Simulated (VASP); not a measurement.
Here is a VASP 6.6.1 calculation.

INCAR

```
PREC     = Accurate       # precision mode
ENCUT    = 520            # plane-wave cutoff, eV
EDIFF    = 1E-7           # SCF threshold, eV
ISMEAR   = -1             # smearing method
SIGMA    = 0.05           # smearing width, eV
LREAL    = F              # projectors in reciprocal space
LASPH    = T              # aspherical terms in the spheres
NELM     = 60             # most SCF steps
ALGO     = Normal         # electronic algorithm
ISIF     = 2              # what is computed and relaxed
LWAVE    = F              # write WAVECAR
LCHARG   = T              # write CHGCAR
LELF     = T              # ELF
LVHAR    = T            
NBANDS   = 15             # bands
```

The input KPOINTS:

```
regular mesh
0
Gamma
  20 20 12
```

The input POSCAR:

```
Os
1.0
    2.6964814501      0.0000000000      0.0000000000
   -1.3482407251      2.3352214366      0.0000000000
    0.0000000000      0.0000000000      4.2593930006
Os
2
Direct
    0.3333333333      0.6666666667      0.2500000000
    0.6666666667      0.3333333333      0.7500000000
```

Potentials or basis: VASP PAW LDA potentials, release 64 (Os).

Launch:

```bash
$ cat potpaw_LDA.64/Os/POTCAR > POTCAR
$ mpirun -np 1 vasp_std > vasp.out
```

Task: Predict the pressure.

Result: 11.2 GPa.

Task: What does it give for the band gap on the k mesh?

Result: Zero (bands 8 and 9 overlap by 4.22 eV).

Stress tensor (GPa, compression positive):
```
11.29  0.00  0.00
 0.00 11.29  0.00
 0.00  0.00 11.15
```

Caveat: the cell stands under pressure; spin-orbit coupling is left out, which moves the levels of the heavy elements.
